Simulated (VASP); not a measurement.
Write the native input for VASP 6.6.1 that does the following.

```
Task                   : single point
Functional             : PBE
Dispersion             : D3(BJ)
Potentials or basis    : VASP PAW PBE potentials, release 64 (Sn_d)
Cutoff                 : 500 eV
k mesh                 : 10 × 10 × 10
Occupations            : fermi-dirac, width 0.05 eV
Spin                   : no spin polarisation
Dipole correction      : no
Further INCAR settings : ALGO = Normal; EDIFF = 1e-06; NBANDS = 21
```

The structure of Sn lies in POSCAR:

```
Sn
1.0
   -2.9196440700      2.9196440700      1.5938000000
    2.9196440700     -2.9196440700      1.5938000000
    2.9196440700      2.9196440700     -1.5938000000
Sn
2
Direct
    0.0000000000      0.0000000000      0.0000000000
    0.7500000000      0.2500000000      0.5000000000
```

The input as run:

INCAR

```
  ALGO = Normal
  EDIFF = 1E-6
  ENCUT = 500
  GGA = PE
  GGA_COMPAT = F
  ISIF = 2
  ISMEAR = -1
  IVDW = 12
  LASPH = T
  LCHARG = T
  LELF = T
  LREAL = F
  LVHAR = T
  LWAVE = F
  NBANDS = 21
  NELM = 120
  PREC = Accurate
  SIGMA = 0.05
```

KPOINTS

```
k-points
0
Gamma
  10 10 10
```

Potentials or basis: VASP PAW PBE potentials, release 64 (Sn_d).

The run is started by

```sh
$ cat potpaw_PBE.64/Sn_d/POTCAR > POTCAR
$ mpirun -np 1 vasp_std > vasp.out
```

Results of the run:

| Item | Value |
| --- | --- |
| Pressure | 0.1 GPa |
| Band gap on the k mesh | zero (band 14 reaches 9.42 eV, above the bottom of band 15 at 5.54 eV) |
| Dispersion energy per atom | -0.389 eV |

Caveat: three body term missing; spin-orbit coupling is left out, which moves the levels of the heavy elements; pairwise dispersion overbinds metals, which lowers pressure and volume.

Run time: 26 s on 1 thread of Intel(R) Xeon(R) 6975P-C (Granite Rapids) (shared host), peak memory 0.23 GiB.
